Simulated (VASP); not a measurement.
**Si16Au (a cell with a defect): single point with LDA**

Si16Au (a cell with a defect):

```xyz
17
Lattice="0.0000 5.4019 -5.4019 5.4019 5.4019 0.0000 5.4019 0.0000 -5.4019" Properties=species:S:1:pos:R:3 pbc="T T T"
Si    1.3916    1.4765   -1.5012
Si    3.9259    4.0104   -1.4998
Si    1.5146    3.8855   -3.8863
Si    3.7787    7.0232   -3.9044
Si    4.2693    1.1331   -4.2590
Si    6.6552    4.1486   -4.0564
Si    4.0832    4.1262   -6.6889
Si    6.6776    6.7214   -6.6888
Si    5.2391    5.5655   -2.8662
Si    2.9748    2.4281   -2.8461
Si    5.3600    7.9758   -5.2507
Si    2.8270    5.4433   -5.2525
Si    8.0715    5.3275   -5.4651
Si    5.4769    2.7321   -5.4655
Si    7.8866    8.3197   -7.8953
Si    5.5009    5.3033   -8.0981
Au    0.6743   -0.6748   -0.6730
```

```
Program             : VASP 6.6.1
Task                : single point
Functional          : LDA
Potentials or basis : VASP PAW LDA potentials, release 64 (Si, Au)
Cutoff              : 520 eV
k mesh              : 3 × 3 × 3
Occupations         : gaussian, width 0.02 eV
Spin                : no spin polarisation
```

* Largest force: 0.020 eV/Å

Forces on the atoms (eV/Å):
```
Si   0.016  0.004  0.011
Si  -0.011 -0.014  0.007
Si   0.008  0.000  0.005
Si   0.008 -0.005 -0.001
Si   0.004 -0.007 -0.002
Si   0.007 -0.004 -0.002
Si   0.005 -0.005 -0.004
Si   0.006 -0.006 -0.003
Si  -0.005 -0.001  0.000
Si  -0.006  0.007 -0.006
Si  -0.012 -0.005 -0.015
Si   0.007  0.010 -0.008
Si  -0.002  0.009  0.002
Si  -0.008  0.004  0.004
Si  -0.010  0.006  0.009
Si  -0.005  0.006  0.003
Au   0.000  0.001  0.000
```

Levels at points of the mesh, in eV from the Fermi level:
```csv
k point,band 35,band 36,band 37,band 38,band 39,band 40
"(0.00, 0.00, 0.00)",-0.73,-0.09,-0.05,0.03,0.39,0.49
```

Wall time 4.2 min on 1 thread of Intel(R) Xeon(R) 6975P-C (Granite Rapids), with other jobs on the host, peak memory 0.42 GiB.

Caveat: the cell carries a net charge on a neutralising background, which shifts energy and pressure; the cell is charged against a uniform background, so pressure and absolute levels hang on convention; spin-orbit coupling is left out, which moves the levels of the heavy elements.
